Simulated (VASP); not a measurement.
The system is CoO.

```
CELL_PARAMETERS angstrom
-1.50800 1.50800 2.10725
1.50800 -1.50800 2.10725
1.50800 1.50800 -2.10725
ATOMIC_POSITIONS crystal
Co 0.00000 0.00000 0.00000
O 0.50000 0.50000 0.00000
```

Base run:

| Property | Result |
| --- | --- |
| Program | VASP 6.6.1 |
| Functional | PBE |
| Potentials or basis | VASP PAW PBE potentials, release 64 (Co, O) |
| Cutoff | 520 eV |
| k mesh | 10 × 10 × 10 |
| Occupations | fermi-dirac, width 0.05 eV |
| Spin | collinear spin, ferromagnetic start |
| Starting moments | [1.0, 0.0] μB |
| Fixed moment | 1 μB |

Its results: pressure -14.0 GPa; site moments Co +1.02; O -0.03 μB.

Task: The run is repeated on the same cell with these changes: fixed moment from 1 μB to 3 μB; moments at the start from [1.0, 0.0] to [3.0, 0.0]. What comes out?

Result: Pressure 0.5 GPa; site moments Co +2.62; O +0.33 μB.

Caveats: the total moment is fixed, so each spin has its own Fermi level; a cell with one magnetic atom can't hold antiferromagnetic order, which such compounds often take.
